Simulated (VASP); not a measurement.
Wanted: the native input for a VASP 6.6.1 run.

* Task: single point
* Functional: PBE
* Potentials or basis: VASP PAW PBE potentials, release 64 (K_sv, Cl)
* Cutoff: 520 eV
* k mesh: 10 × 10 × 10
* Occupations: gaussian, width 0.05 eV
* Spin: no spin polarisation
* Dipole correction: no
* Further INCAR settings: ALGO = Normal; EDIFF = 1e-07; NBANDS = 15

The structure of KCl lies in POSCAR:

```
KCl
1.0
    3.6789069904      0.0000000000      0.0000000000
    0.0000000000      3.6789069904      0.0000000000
    0.0000000000      0.0000000000      3.6789069904
K Cl
1 1
Direct
    0.0000000000      0.0000000000      0.0000000000
    0.5000000000      0.5000000000      0.5000000000
```

The input as run:

INCAR

```
  ALGO = Normal
  EDIFF = 1E-7
  ENCUT = 520
  GGA = PE
  ISIF = 2
  ISMEAR = 0
  LASPH = T
  LCHARG = T
  LELF = T
  LREAL = F
  LVHAR = T
  LWAVE = F
  NBANDS = 15
  NELM = 80
  PREC = Accurate
  SIGMA = 0.05
```

KPOINTS

```
k-points
0
Gamma
  10 10 10
```

Potentials or basis: VASP PAW PBE potentials, release 64 (K_sv, Cl).

Command:

```bash
$ cat potpaw_PBE.64/K_sv/POTCAR potpaw_PBE.64/Cl/POTCAR > POTCAR
$ mpirun -np 1 vasp_std > vasp.out
```

It gave:

```json
{
  "Pressure": "3.2 GPa",
  "Band gap on the k mesh": "5.39 eV (least direct gap 5.61 eV)"
}
```

Caveat: the cell stands under pressure.

Wall time 38 s on 1 thread of Intel Xeon 8259CL, with other jobs on the host, peak memory 0.18 GiB.
